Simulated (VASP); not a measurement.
**As: single point with PBE**

Crystal: As.

```xyz
4
Lattice="4.3419 0.0000 0.0000 -2.1709 3.7602 0.0000 0.0000 0.0000 4.9239" Properties=species:S:1:pos:R:3 pbc="T T T"
As    0.0000    2.5068    1.1165
As    0.0000    2.5068    3.8074
As    2.1709    1.2534    3.8074
As    2.1709    1.2534    1.1165
```

```json
{
 "Program": "VASP 6.6.1",
 "Task": "single point",
 "Functional": "PBE",
 "Potentials or basis": "VASP PAW PBE potentials, release 64 (As)",
 "Cutoff": "520 eV",
 "k mesh": "6 × 6 × 4",
 "Occupations": "gaussian, width 0.1 eV",
 "Spin": "no spin polarisation",
 "Dipole correction": "no",
 "Further INCAR settings": "ALGO = Normal; EDIFF = 1e-07; NBANDS = 18"
}
```

```
Pressure               : 24.7 GPa
Largest force          : 3.303 eV/Å
Band gap on the k mesh : zero (band 10 reaches 6.62 eV, above the bottom of band 11 at 5.14 eV)
```

Forces on the atoms (eV/Å):
```
As   0.000  0.000  3.303
As   0.000  0.000 -3.303
As   0.000  0.000 -3.303
As   0.000  0.000  3.303
```

Stress tensor (GPa, compression positive):
```
15.72  0.00  0.00
 0.00 15.72  0.00
 0.00  0.00 42.69
```

Levels at points of the mesh, in eV from the Fermi level:
| k point | band 7 | band 8 | band 9 | band 10 | band 11 | band 12 | band 13 | band 14 |
| --- | --- | --- | --- | --- | --- | --- | --- | --- |
| (0.00, 0.00, 0.00) | -3.90 | -3.01 | -2.06 | -2.06 | -1.10 | -1.10 | 3.14 | 3.14 |
| (0.50, 0.00, 0.00) | -5.52 | -4.41 | -2.98 | 0.27 | 1.74 | 3.02 | 3.90 | 4.16 |
| (0.00, 0.00, 0.50) | -3.67 | -3.67 | -2.85 | -0.80 | -0.26 | -0.26 | 1.13 | 1.13 |
| (0.50, 0.00, 0.50) | -3.91 | -2.25 | -1.70 | 0.20 | 0.46 | 2.26 | 2.79 | 3.78 |

Run time: 16 s on 1 thread of Intel Xeon 6975P-C, with other jobs on the host, peak memory 0.19 GiB.

Caveat: forces of over 1 eV/Å act on the atoms, so gaps and moduli don't describe the material at rest.
